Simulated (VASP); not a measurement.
Input of a VASP 6.6.1 run:

INCAR

```
SYSTEM = RbBr
PREC     = Accurate       ! precision mode
ENCUT    = 520            ! plane-wave cutoff, eV
EDIFF    = 1E-7           ! SCF threshold, eV
ISMEAR   = 0              ! smearing method
SIGMA    = 0.05           ! smearing width, eV
LREAL    = .False.        ! projectors in reciprocal space
LASPH    = .True.         ! aspherical terms in the spheres
NELM     = 100            ! most SCF steps
ALGO     = Normal         ! electronic algorithm
ISIF     = 2              ! what is computed and relaxed
LWAVE    = .False.        ! write WAVECAR
LCHARG   = .True.         ! write CHGCAR
GGA      = RP             ! functional
LELF     = .True.         ! ELF
LVHAR    = .True.       
NBANDS   = 15             ! bands
```

The input KPOINTS:

```
regular mesh
0
Gamma
  6 6 6
  0 0 0
```

POSCAR

```
RbBr
1.0
    0.0000000000      3.4275000000      3.7017000000
    3.4275000000      0.0000000000      3.7017000000
    3.4275000000      3.4275000000      0.0000000000
Rb Br
1 1
Direct
    0.0000000000      0.0000000000      0.0000000000
    0.5000000000      0.5000000000      0.5000000000
```

Potentials or basis: VASP PAW PBE potentials, release 64 (Rb_sv, Br).

Command:

```bash
$ cat potpaw_PBE.64/Rb_sv/POTCAR potpaw_PBE.64/Br/POTCAR > POTCAR
$ mpirun -np 1 vasp_std > vasp.out
```

**Question.** Predict the band gap on the k mesh.

**Answer.** 4.47 eV.

**Question.** Estimate the pressure.

**Answer.** 1.3 GPa.

Stress tensor (GPa, compression positive):
```
1.83 0.00 0.00
0.00 1.83 0.00
0.00 0.00 0.12
```

Caveat: the PAW data sets were made with another functional, which shifts forces and pressure a little.
